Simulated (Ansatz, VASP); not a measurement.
**One calculation of C, two programs**

The input POSCAR:

```
C
1.0
    0.0000000000      2.0602513867      3.7954233206
    1.1895232563      0.0000000000      3.7954233206
    1.1895232563      2.0602513867      0.0000000000
C
2
Direct
    0.1667039277      0.8332960723      0.1667039277
    0.8332960723      0.1667039277      0.8332960723
```

File INCAR.step1:

```
PREC = Accurate
ENCUT = 520
ISMEAR = 0
SIGMA = 0.05
LREAL = False
LASPH = True
NELM = 80
NBANDS = 11
GGA = PE
ALGO = Normal
EDIFF = 1E-4
LWAVE = True
LCHARG = False
```

INCAR.step2

```
PREC = Accurate
ENCUT = 520
EDIFF = 1E-7
ISMEAR = 0
SIGMA = 0.05
LREAL = False
LASPH = True
NELM = 80
ALGO = Normal
ISIF = 2
LWAVE = False
LCHARG = False
METAGGA = R2SCAN
LMIXTAU = True
NBANDS = 11
ISTART = 1
```

Contents of KPOINTS:

```
Automatic mesh
0
Gamma
  14 14 14
```

Input for Ansatz:

```yaml
crystal:
  lattice:
    - [0.0, 2.0602513867, 3.7954233206]
    - [1.1895232563, 0.0, 3.7954233206]
    - [1.1895232563, 2.0602513867, 0.0]
  atoms:
    - { symbol: C, position: [0.1667039277, 0.8332960723, 0.1667039277] }
    - { symbol: C, position: [0.8332960723, 0.1667039277, 0.8332960723] }
basis:
  ecutwfc: 500
kpoints:
  mp_grid: { grid: [14, 14, 14] }
hamiltonian:
  xc: r2scan
scf:
  occupations: { method: gaussian, width: 0.05 }
output:
  forces: true
  stress: true
  eigenvalues: true
```

Alike in both runs: task single point; functional r2SCAN; k mesh 14 × 14 × 14; occupations gaussian, width 0.05 eV; no spin polarisation.

|  | VASP | Ansatz |
| --- | --- | --- |
| version | VASP 6.6.1 | Ansatz 0.2.0 |
| potentials or method | VASP PAW PBE potentials, release 64 (C), cutoff 520 eV | scalar-relativistic, plane waves, PAW |
| valence electrons in the cell | 8 | 8 |

|  | VASP | Ansatz | Ansatz less VASP |
| --- | --- | --- | --- |
| gap on the k mesh at the Fermi level (eV) | 0.98 | 0.98 | -0.001 |
| least direct gap on the mesh (eV) | 1.09 | 1.09 | -0.001 |
| rms of the force components (eV/Å) | 0.008 | 0.008 | 0.0000 |

VASP's potentials were made for PBE, not for r2SCAN. Atom by atom the forces differ by 0.000 eV/Å (rms over components).
